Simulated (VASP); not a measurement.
# C in VASP: single point with PBE

Aim: the single point of C with PBE.

Program: VASP 6.6.1. These are calculated values, not measurements. Logs are shortened: lines on timing, memory, paths and dates and some standing lists are left out, and cuts for length are marked.

## Step 1: The cell of the first run

The cell holds a cluster in a box, 1 atom: a = 9.000 Å, b = 9.350 Å, c = 9.700 Å, α = 90.00°, β = 90.00°, γ = 90.00°.

## Step 2: Single point, PBE, collinear spin

Input file INCAR:

```
  PREC = Accurate
  ENCUT = 520
  EDIFF = 1E-6
  ISMEAR = 0
  SIGMA = 0.01
  LREAL = False
  LASPH = True
  NELM = 200
  ALGO = Normal
  ISIF = 2
  LWAVE = False
  LCHARG = False
  ISPIN = 2
  MAGMOM = 2
  LORBIT = 11
  NUPDOWN = 2.0
  GGA = PE
  NBANDS = 12
  GGA_COMPAT = False
```

Input file KPOINTS:

```
Automatic mesh
0
Gamma
  1 1 1
```

Input file POSCAR:

```
C
1.0
    9.0000000000      0.0000000000      0.0000000000
    0.0000000000      9.3500000000      0.0000000000
    0.0000000000      0.0000000000      9.7000000000
C
1
Direct
    0.5000000000      0.5000000000      0.5000000000
```

Potentials or basis: VASP PAW PBE potentials, release 64 (C).

Started as:

```console
> cat potpaw_PBE.64/C/POTCAR > POTCAR
> mpirun -np 1 vasp_gam > vasp.out
```

OUTCAR:

```text
PREC = Accurate
   ENCUT = 520
   EDIFF = 1E-6
   ISMEAR = 0
   LREAL = False
   LASPH = True
   NELM = 200
   ISIF = 2
   ISPIN = 2
   LORBIT = 11
   NUPDOWN = 2.0
   GGA = PE

 ion  position               nearest neighbor table
   1  0.500  0.500  0.500-

  LATTYP: Found a simple orthorhombic cell.
 ALAT       =     9.0000000000
 B/A-ratio  =     1.0388888889
 C/A-ratio  =     1.0777777778

  Lattice vectors:

 A1 = (   9.0000000000,   0.0000000000,   0.0000000000)
 A2 = (   0.0000000000,   9.3500000000,   0.0000000000)
 A3 = (   0.0000000000,   0.0000000000,   9.7000000000)

Analysis of symmetry for initial positions (statically):
=====================================================================
 Subroutine PRICEL returns:
 Original cell was already a primitive cell.

 Routine SETGRP: Setting up the symmetry group for a
 simple orthorhombic supercell.

 Subroutine GETGRP returns: Found  8 space group operations
 (whereof  8 operations were pure point group operations)
 out of a pool of  8 trial point group operations.

The static configuration has the point symmetry D_2h.

Analysis of symmetry for dynamics (positions and initial velocities):
=====================================================================
 Subroutine PRICEL returns:
 Original cell was already a primitive cell.

 Routine SETGRP: Setting up the symmetry group for a
 simple orthorhombic supercell.

 Subroutine GETGRP returns: Found  8 space group operations
 (whereof  8 operations were pure point group operations)
 out of a pool of  8 trial point group operations.

The dynamic configuration has the point symmetry D_2h.

Analysis of structural, dynamic, and magnetic symmetry:
=====================================================================
 Subroutine PRICEL returns:
 Original cell was already a primitive cell.

 Routine SETGRP: Setting up the symmetry group for a
 simple orthorhombic supercell.

 Subroutine GETGRP returns: Found  8 space group operations
 (whereof  8 operations were pure point group operations)
 out of a pool of  8 trial point group operations.

The overall configuration has the point symmetry D_2h.

 Subroutine INISYM returns: Found  8 space group operations
 (whereof  8 operations are pure point group operations),
 and found     1 'primitive' translations

----------------------------------------------------------------------------------------

                                     Primitive cell

  volume of cell :     816.2550

  direct lattice vectors                    reciprocal lattice vectors
[... 82 lines left out ...]
  volume/ion in A,a.u.               =     816.25      5508.36
  Fermi-wavevector in a.u.,A,eV,Ry     =   0.278069  0.525475  1.052036  0.077322
  Thomas-Fermi vector in A             =   1.124425
   LORBIT       =     11    0 simple, 1 ext, 2 COOP (PROOUT), +10 PAW based schemes
   GGA     = PE    functional components
   LHFCALC =     F    Hartree Fock is set to
   AEXX    =    0.0000 exact exchange contribution
   IVDW    =     0    specifies the selected vdW correction
   LEPSILON=     F    determine dielectric tensor
   LRPA    =     F    only Hartree local field effects (RPA)
 spin polarized calculation
 Gauss-broadening in eV      SIGMA  =   0.01
  energy-cutoff  :      520.00
  volume of cell :      816.25
 maximum number of plane-waves:     10992
 NGX is ok and might be reduce to    70
   NGX = 33   NGY = 35   NGZ = 37

 number of electron       4.0000000 magnetization       2.0000000

 Free energy of the ion-electron system (eV)
  ---------------------------------------------------
  ext. energy  EPLUGINS =         0.00000000
  ---------------------------------------------------
  free energy    TOTEN  =        -1.25026277 eV

  energy without entropy =       -1.24254966  energy(sigma->0) =       -1.24640621

 E-fermi : -11.7135     XC(G=0):  -0.6428

 val. band max:       -5.9711339698   @ k =   0.0000   0.0000   0.0000
 cond. band min:      -3.4867415679   @ k =   0.0000   0.0000   0.0000
 fundamental gap:      2.4843924019
 Fermi energy:        -5.9680956843

 spin component 1

 k-point     1 :       0.0000    0.0000    0.0000
  band No.  band energies     occupation
      1     -14.5191      1.00000
      2      -5.9712      0.66715
      3      -5.9711      0.66657
      4      -5.9711      0.66629
      5      -0.5222      0.00000
      6       1.0655      0.00000
      7       1.1764      0.00000
      8       1.2163      0.00000
      9       1.3033      0.00000
     10       1.3146      0.00000
     11       1.4691      0.00000
     12       2.5198      0.00000
 Fermi energy:       -11.7135306177

 spin component 2

 k-point     1 :       0.0000    0.0000    0.0000
  band No.  band energies     occupation
      1     -11.7597      1.00000
      2      -3.4867      0.00000
      3      -3.4856      0.00000
      4      -3.4838      0.00000
      5      -0.0762      0.00000
      6       1.5432      0.00000
      7       1.5659      0.00000
      8       1.6574      0.00000
      9       1.6838      0.00000
     10       1.8172      0.00000
     11       1.8245      0.00000
     12       3.0246      0.00000

------------------------ aborting loop because EDIFF is reached ----------------------------------------

  FORCE on cell =-STRESS in cart. coord.  units (eV):
  Direction    XX          YY          ZZ          XY          YZ          ZX
  --------------------------------------------------------------------------------------
  -------------------------------------------------------------------------------------
  Total       -0.0044755     -0.0056149     -0.0064815      0.0000000      0.0000000      0.0000000
  in kB       -0.0087846     -0.0110212     -0.0127222      0.0000000      0.0000000      0.0000000
  external PRESSURE =      -0.0108427 kB  Pullay stress =       0.0000000 kB

 VOLUME and BASIS-vectors are now :
 -----------------------------------------------------------------------------
  energy-cutoff  :      520.00
  volume of cell :      816.25
      direct lattice vectors                 reciprocal lattice vectors
     9.000000000  0.000000000  0.000000000     0.111111111  0.000000000  0.000000000
     0.000000000  9.350000000  0.000000000     0.000000000  0.106951872  0.000000000
     0.000000000  0.000000000  9.700000000     0.000000000  0.000000000  0.103092784

 POSITION                                       TOTAL-FORCE (eV/Angst)
 -----------------------------------------------------------------------------------
      4.50000      4.67500      4.85000         0.000000      0.000000      0.000000
 -----------------------------------------------------------------------------------
    total drift:                                0.000000      0.000000      0.000000

  FREE ENERGIE OF THE ION-ELECTRON SYSTEM (eV)
  ---------------------------------------------------
  free  energy   TOTEN  =        -1.2502627681 eV

  energy  without entropy=       -1.2425496559  energy(sigma->0) =       -1.24640621

 total charge

# of ion       s       p       d       tot
------------------------------------------
    1        1.047   0.953   0.000   2.000

 magnetization (x)

# of ion       s       p       d       tot
------------------------------------------
    1        0.035   0.953   0.000   0.988
```

OSZICAR:

```text
N       E                     dE             d eps       ncg     rms          rms(c)
DAV:   1     0.206968293492E+02    0.20697E+02   -0.76953E+02    48   0.144E+02
DAV:   2     0.783837489629E+01   -0.12858E+02   -0.12636E+02    72   0.318E+01
[... 18 lines left out ...]
DAV:  21    -0.125024004778E+01   -0.18455E-04   -0.68200E-06    48   0.744E-03    0.178E-02
DAV:  22    -0.125024968581E+01   -0.96380E-05   -0.15165E-06    48   0.872E-03    0.459E-03
DAV:  23    -0.125025598157E+01   -0.62958E-05   -0.36225E-07    48   0.369E-03    0.180E-03
DAV:  24    -0.125026076202E+01   -0.47804E-05   -0.96509E-08    48   0.121E-03    0.162E-03
DAV:  25    -0.125026243692E+01   -0.16749E-05   -0.40906E-08    48   0.863E-04    0.619E-04
DAV:  26    -0.125026276813E+01   -0.33121E-06   -0.75569E-09    48   0.554E-04
   1 F= -.12502628E+01 E0= -.12464062E+01  d E =-.771311E-02  mag=     2.0000
```

Run time: 3.2 min. Hardware: 1 thread of Intel Xeon 8259CL, shared host; peak memory 0.93 GiB.

What came out:

```yaml
Free_energy: -1.2503 eV
Net_moment: 2.00 μB per cell
Site_moments: C +0.99 μB
Valence_electrons_inside_the_program's_atomic_spheres: C 2.00
```

Caveat: the total moment is fixed, so each spin has its own Fermi level and the state may be an excited one.
